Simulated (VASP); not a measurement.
# CaS (Oldhamite) (Fm-3m) in VASP: density of states with PBE

Aim: the density of states of CaS (Oldhamite) with PBE.

Everything below comes from runs of VASP 6.6.1. Logs are shortened: lines on timing, memory, paths and dates and some standing lists are left out, and cuts for length are marked.

## Step 1: The cell of the first run

It takes space group Fm-3m (No. 225, cubic). Conventional cell: a = 5.713 Å, b = 5.713 Å, c = 5.713 Å, α = 90.00°, β = 90.00°, γ = 90.00°. Within 3.8 Å of Ca (site symmetry m-3m) lie 6 S at 2.86 Å. S (site symmetry m-3m) has 6 Ca at 2.86 Å within 3.8 Å.

## Step 2: Density of states, PBE

The input, POSCAR:

```
CaS
1.0
    0.0000000000      2.8564513413      2.8564513413
    2.8564513413      0.0000000000      2.8564513413
    2.8564513413      2.8564513413      0.0000000000
Ca S
1 1
Direct
    0.0000000000      0.0000000000      0.0000000000
    0.5000000000      0.5000000000      0.5000000000
```

The input, INCAR.step1:

```
PREC = Accurate ; ENCUT = 400
EDIFF = 1E-6 ; ISMEAR = 0
SIGMA = 0.01 ; LREAL = F
LASPH = T ; NELM = 120
ALGO = Normal ; ISIF = 2
LWAVE = F ; LCHARG = T
GGA = PE ; NBANDS = 15
GGA_COMPAT = F ; NEDOS = 2001
LORBIT = 11
```

The input, KPOINTS.step1:

```
Automatic mesh
0
Gamma
  6 6 6
```

The input, INCAR.step2:

```
PREC = Accurate ; ENCUT = 400
EDIFF = 1E-6 ; ISMEAR = -5
SIGMA = 0.01 ; LREAL = F
LASPH = T ; NELM = 120
ALGO = Normal ; ISIF = 2
LWAVE = F ; LCHARG = F
GGA = PE ; LORBIT = 11
NEDOS = 2001 ; ICHARG = 11
GGA_COMPAT = F
```

The input, KPOINTS.step2:

```
Automatic mesh
0
Gamma
  9 9 9
```

Potentials or basis: VASP PAW PBE potentials, release 64 (Ca_sv, S).

On the command line:

```console
> cat potpaw_PBE.64/Ca_sv/POTCAR potpaw_PBE.64/S/POTCAR > POTCAR
> cp INCAR.step1 INCAR
> cp KPOINTS.step1 KPOINTS
> mpirun -np 1 vasp_std > vasp.out
> cp INCAR.step2 INCAR
> cp KPOINTS.step2 KPOINTS
> mpirun -np 1 vasp_std > vasp.out
```

OUTCAR:

```text
PREC = Accurate
   ENCUT = 400
   EDIFF = 1E-6
   ISMEAR = -5
   LREAL = F
   LASPH = T
   NELM = 120
   ISIF = 2
   GGA = PE
   LORBIT = 11
   ICHARG = 11

 ion  position               nearest neighbor table
   1  0.000  0.000  0.000-   2 2.86   2 2.86   2 2.86   2 2.86   2 2.86   2 2.86
   2  0.500  0.500  0.500-   1 2.86   1 2.86   1 2.86   1 2.86   1 2.86   1 2.86

  LATTYP: Found a face centered cubic cell.
 ALAT       =     5.7129026826

  Lattice vectors:

 A1 = (   0.0000000000,   2.8564513413,   2.8564513413)
 A2 = (   2.8564513413,   0.0000000000,   2.8564513413)
 A3 = (   2.8564513413,   2.8564513413,   0.0000000000)

Analysis of symmetry for initial positions (statically):
=====================================================================
 Subroutine PRICEL returns:
 Original cell was already a primitive cell.

 Routine SETGRP: Setting up the symmetry group for a
 face centered cubic supercell.

 Subroutine GETGRP returns: Found 48 space group operations
 (whereof 48 operations were pure point group operations)
 out of a pool of 48 trial point group operations.

The static configuration has the point symmetry O_h .

Analysis of symmetry for dynamics (positions and initial velocities):
=====================================================================
 Subroutine PRICEL returns:
 Original cell was already a primitive cell.

 Routine SETGRP: Setting up the symmetry group for a
 face centered cubic supercell.

 Subroutine GETGRP returns: Found 48 space group operations
 (whereof 48 operations were pure point group operations)
 out of a pool of 48 trial point group operations.

The dynamic configuration has the point symmetry O_h .

 Subroutine INISYM returns: Found 48 space group operations
 (whereof 48 operations are pure point group operations),
 and found     1 'primitive' translations

----------------------------------------------------------------------------------------

                                     Primitive cell

  volume of cell :      46.6134

  direct lattice vectors                    reciprocal lattice vectors
     0.000000000  2.856451341  2.856451341    -0.175042366  0.175042366  0.175042366
     2.856451341  0.000000000  2.856451341     0.175042366 -0.175042366  0.175042366
     2.856451341  2.856451341  0.000000000     0.175042366  0.175042366 -0.175042366

  length of vectors
[... 93 lines left out ...]
   TEBEG  =    0.0;   TEEND  =   0.0 temperature during run
   PSTRESS=    0.0 pullay stress
   NELECT =      16.0000    total number of electrons
   NUPDOWN=      -1.0000    fix difference up-down
   EMIN   =  10.00;   EMAX   =-10.00  energy-range for DOS
   EFERMI =   0.00;   METHOD = LEGACY
   ISMEAR =    -5;   SIGMA  =   0.01  broadening in eV -4-tet -1-fermi 0-gaus
   EFERMI_NEDOS =   21; number of points for ismear=-14 and -15
   IALGO  =     38    algorithm
   IMIX   =      4    mixing-type and parameters
     AMIX     =   0.40;   BMIX     =  1.00
     AMIX_MAG =   1.60;   BMIX_MAG =  1.00
  volume/ion in A,a.u.               =      23.31       157.28
  Fermi-wavevector in a.u.,A,eV,Ry     =   1.146246  2.166092 17.876435  1.313881
  Thomas-Fermi vector in A             =   2.282932
   LORBIT       =     11    0 simple, 1 ext, 2 COOP (PROOUT), +10 PAW based schemes
   GGA     = PE    functional components
   LHFCALC =     F    Hartree Fock is set to
   AEXX    =    0.0000 exact exchange contribution
   IVDW    =     0    specifies the selected vdW correction
   LEPSILON=     F    determine dielectric tensor
   LRPA    =     F    only Hartree local field effects (RPA)
 non-spin polarized calculation
 Fermi weights with tetrahedron method with Bloechl corrections
  energy-cutoff  :      400.00
  volume of cell :       46.61
 maximum number of plane-waves:       869

 number of electron      15.9999996 magnetization

 Free energy of the ion-electron system (eV)
  ---------------------------------------------------
  ext. energy  EPLUGINS =         0.00000000
  ---------------------------------------------------
  free energy    TOTEN  =       -10.36477861 eV

  energy without entropy =      -10.36477861  energy(sigma->0) =      -10.36477861

 E-fermi :   2.6688     XC(G=0):  -9.2745

 val. band max:        2.6629724898   @ k =   0.0000   0.0000   0.0000
 cond. band min:       5.0797056727   @ k =   0.4444   0.4444   0.0000
 fundamental gap:      2.4167331828
 Fermi energy:         2.6687861328

 k-point     1 :       0.0000    0.0000    0.0000
  band No.  band energies     occupation
      1     -36.5690      2.00000
      2     -17.5473      2.00000
      3     -17.5473      2.00000
      4     -17.5473      2.00000
      5      -8.6325      2.00000
      6       2.6630      2.00000
      7       2.6630      2.00000
      8       2.6630      2.00000
      9       6.7505      0.00000
     10       6.8279      0.00000
     11       6.8279      0.00000
     12       6.8279      0.00000
[... 331 lines left out ...]
 k-point    24 :       0.4444    0.4444    0.0000
  band No.  band energies     occupation
      1     -36.5551      2.00000
      2     -17.6626      2.00000
      3     -17.5927      2.00000
      4     -17.5927      2.00000
      5      -8.0246      2.00000
      6       0.3923      2.00000
      7       1.8757      2.00000
      8       1.8757      2.00000
      9       5.0797      0.00000
     10       8.2190      0.00000
     11       8.6496      0.00000
     12       9.3992      0.00000

 [... further k-points ...]
[... 5 lines left out ...]
  --------------------------------------------------------------------------------------
  -------------------------------------------------------------------------------------
  Total        0.0322721      0.0322721      0.0322721      0.0000000      0.0000000      0.0000000
  in kB        1.1092436      1.1092436      1.1092436      0.0000000      0.0000000      0.0000000
  external PRESSURE =       1.1092436 kB  Pullay stress =       0.0000000 kB

 VOLUME and BASIS-vectors are now :
 -----------------------------------------------------------------------------
  energy-cutoff  :      400.00
  volume of cell :       46.61
      direct lattice vectors                 reciprocal lattice vectors
     0.000000000  2.856451341  2.856451341    -0.175042366  0.175042366  0.175042366
     2.856451341  0.000000000  2.856451341     0.175042366 -0.175042366  0.175042366
     2.856451341  2.856451341  0.000000000     0.175042366  0.175042366 -0.175042366

 POSITION                                       TOTAL-FORCE (eV/Angst)
 -----------------------------------------------------------------------------------
      0.00000      0.00000      0.00000        -0.000000     -0.000000     -0.000000
      2.85645      2.85645      2.85645         0.000000      0.000000      0.000000
 -----------------------------------------------------------------------------------
    total drift:                                0.000000     -0.000000      0.000000

  FREE ENERGIE OF THE ION-ELECTRON SYSTEM (eV)
  ---------------------------------------------------
  free  energy   TOTEN  =       -10.3647786118 eV

  energy  without entropy=      -10.3647786118  energy(sigma->0) =      -10.36477861

 total charge

# of ion       s       p       d       tot
------------------------------------------
    1        2.032   5.856   0.238   8.125
    2        1.314   2.470   0.000   3.784
--------------------------------------------------
tot          3.345   8.326   0.238  11.910
```

Run time: 9.5 s. Hardware: 1 thread of Intel Xeon 6975P-C (Granite Rapids), shared host; peak memory 0.15 GiB.

Results:

- Valence electrons inside the program's atomic spheres: Ca 8.12; S 3.78

Levels at points of the mesh, in eV from the valence-band top:
| k point | band 5 | band 6 | band 7 | band 8 | band 9 | band 10 | band 11 | band 12 |
| --- | --- | --- | --- | --- | --- | --- | --- | --- |
| (0.00, 0.00, 0.00) | -11.30 | 0.00 | 0.00 | 0.00 | 4.09 | 4.16 | 4.16 | 4.16 |
